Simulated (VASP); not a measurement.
BaF2: vibrations by perturbation theory with PBEsol

The system is BaF2.

```
Ba F
1.0
     0.00000    3.06813    3.06813
     3.06813    0.00000    3.06813
     3.06813    3.06813    0.00000
Ba F
1 2
Direct
  0.00000 0.00000 0.00000
  0.25000 0.25000 0.25000
  0.75000 0.75000 0.75000
```

```yaml
Program: VASP 6.6.1
Task: vibrations by perturbation theory
Functional: PBEsol
Potentials_or_basis: VASP PAW PBE potentials, release 64 (Ba_sv, F)
Cutoff: 600 eV
k_mesh: 6 × 6 × 6
Occupations: gaussian, width 0.05 eV
Spin: no spin polarisation
Dipole_correction: no
Further_INCAR_settings: ALGO = Normal; EDIFF = 1e-08; IBRION = 8; NSW = 1
```

| Item | Value |
| --- | --- |
| Highest phonon frequency at Γ, LO-TO splitting left out | 253 cm⁻¹ |

Phonon frequencies in cm⁻¹ (negative: imaginary):
```
              q point                       frequencies
(0.000, 0.000, 0.000)  -1 -1 -1 196 196 196 253 253 253
```

Wall time 100 s on 1 thread of Intel(R) Xeon(R) Platinum 8488C (Sapphire Rapids), on a shared host, peak memory 0.31 GiB.

Caveat: the cell stands under pressure or tension, which shifts response properties.
